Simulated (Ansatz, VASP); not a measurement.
# Two plane-wave programs on KBr

```
K Br
1.0
     3.97587    0.00000    0.00000
     0.00000    3.97587    0.00000
     0.00000    0.00000    3.97587
K Br
1 1
Direct
  0.00000 0.00000 0.00000
  0.50000 0.50000 0.50000
```

Alike in both runs: task single point; functional PBE-based screened hybrid; k mesh 4 × 4 × 4; no spin polarisation.

```csv
,VASP,Ansatz
version,VASP 6.6.1,Ansatz 0.2.0
potentials or method,"VASP PAW PBE potentials, release 64 (K_sv, Br)",plane waves
plane-wave cutoff (eV),520,420
occupations,"gaussian, width 0.01 eV",fixed
valence electrons in the cell,16,16
```

Ansatz gave:

```
gap on the k mesh at the Fermi level (eV) : 5.22
pressure (GPa)                            : 0.6
```

Task: Estimate VASP's values.

Result: gap on the k mesh at the Fermi level (eV): 5.23; pressure (GPa): 0.6.

VASP's potentials were made for PBE, not for PBE-based screened hybrid. Ansatz's warnings: stress exchange threshold loose, stress scf threshold loose.
